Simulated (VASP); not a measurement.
Write the native input for VASP 6.6.1 that does the following.

- Task: single point
- Functional: PBE
- Potentials or basis: VASP PAW PBE potentials, release 64 (Pt, W_sv, S)
- Cutoff: 520 eV
- k mesh: 4 × 4 × 4
- Occupations: gaussian, width 0.1 eV
- Spin: no spin polarisation
- Dipole correction: no
- Further INCAR settings: ALGO = Normal; EDIFF = 1e-06; NBANDS = 29

The structure of PtWS3 lies in POSCAR:

```
PtWS3
1.0
    4.4447339200      0.0000000000      0.0000000000
    0.0000000000      4.4447339200      0.0000000000
    0.0000000000      0.0000000000      4.4447339200
Pt W S
1 1 3
Direct
    0.0000000000      0.0000000000      0.0000000000
    0.5000000000      0.5000000000      0.5000000000
    0.0000000000      0.5000000000      0.5000000000
    0.5000000000      0.0000000000      0.5000000000
    0.5000000000      0.5000000000      0.0000000000
```

These files were run (other wordings do the same):

INCAR

```
PREC = Accurate
ENCUT = 520
EDIFF = 1E-6
ISMEAR = 0
SIGMA = 0.1
LREAL = False
LASPH = True
NELM = 80
ALGO = Normal
ISIF = 2
LWAVE = False
LCHARG = True
GGA = PE
LELF = True
LVHAR = True
NBANDS = 29
```

KPOINTS

```
Automatic mesh
0
Gamma
  4 4 4
```

Potentials or basis: VASP PAW PBE potentials, release 64 (Pt, W_sv, S).

Launch:

```bash
$ cat potpaw_PBE.64/Pt/POTCAR potpaw_PBE.64/W_sv/POTCAR potpaw_PBE.64/S/POTCAR > POTCAR
$ mpirun -np 1 vasp_std > vasp.out
```

It gave:

```
Pressure               : 19.5 GPa
Band gap on the k mesh : zero (band 21 reaches 7.90 eV, above the bottom of band 22 at 6.50 eV)
```

Caveat: spin-orbit coupling is left out, which moves the levels of the heavy elements.

Run time: 34 s on 1 thread of AMD EPYC 7R43 64-Core Processor (Zen 3), on a shared host, peak memory 0.17 GiB.
